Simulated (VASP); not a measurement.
A run of VASP 6.6.1 is set up as follows.

INCAR

```
ALGO = Normal
EDIFF = 1E-6
ENCUT = 520
GGA = PS
ISIF = 2
ISMEAR = -1
LASPH = T
LCHARG = F
LREAL = F
LWAVE = F
NBANDS = 18
NELM = 100
PREC = Accurate
SIGMA = 0.13605693000000002
```

KPOINTS

```
k-points
0
Gamma
  11 11 11
```

The input POSCAR:

```
Yb
1.0
    0.0000000000      2.5381870627      2.5381870627
    2.5381870627      0.0000000000      2.5381870627
    2.5381870627      2.5381870627      0.0000000000
Yb
1
Direct
    0.0000000000      0.0000000000      0.0000000000
```

Potentials or basis: VASP PAW PBE potentials, release 64 (Yb).

Command:

```sh
$ cat potpaw_PBE.64/Yb/POTCAR > POTCAR
$ mpirun -np 1 vasp_std > vasp.out
```

Q: What does it give for the pressure?

A: -0.2 GPa.

Caveat: the PAW data sets were made with another functional, which shifts forces and pressure a little; spin-orbit coupling is left out, which moves the levels of the heavy elements. Spin polarisation is off, so any magnetic state and its effect on volume and gap are missing.
